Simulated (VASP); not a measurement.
ZnS (Wurtzite-2H):

```
Zn S
1.0
     3.78542    0.00000    0.00000
    -1.89271    3.27827    0.00000
     0.00000    0.00000    6.19216
Zn S
2 2
Direct
  0.66667 0.33333 0.50000
  0.33333 0.66667 0.00000
  0.66667 0.33333 0.88500
  0.33333 0.66667 0.38500
```

Base run:

| Property | Result |
| --- | --- |
| Program | VASP 6.6.1 |
| Functional | BLYP |
| Dispersion | D3(BJ) |
| Potentials or basis | VASP PAW PBE potentials, release 64 (Zn, S) |
| Cutoff | 520 eV |
| k mesh | 8 × 8 × 5 |
| Occupations | fermi-dirac, width 0.05 eV |
| Spin | no spin polarisation |

Its results: band gap on the k mesh 2.36 eV, direct; pressure 1.7 GPa; largest force 0.377 eV/Å.

Problem. The run is repeated on the same cell with these changes: functional from BLYP to PBEsol; dispersion from D3(BJ) to none. What comes out?

Solution. Band gap on the k mesh 2.21 eV, direct; pressure 0.5 GPa; largest force 0.333 eV/Å.

Several settings changed at once, so the effect can't be laid on one alone.

Caveats: the PAW data sets were made with another functional, which shifts forces and pressure a little.

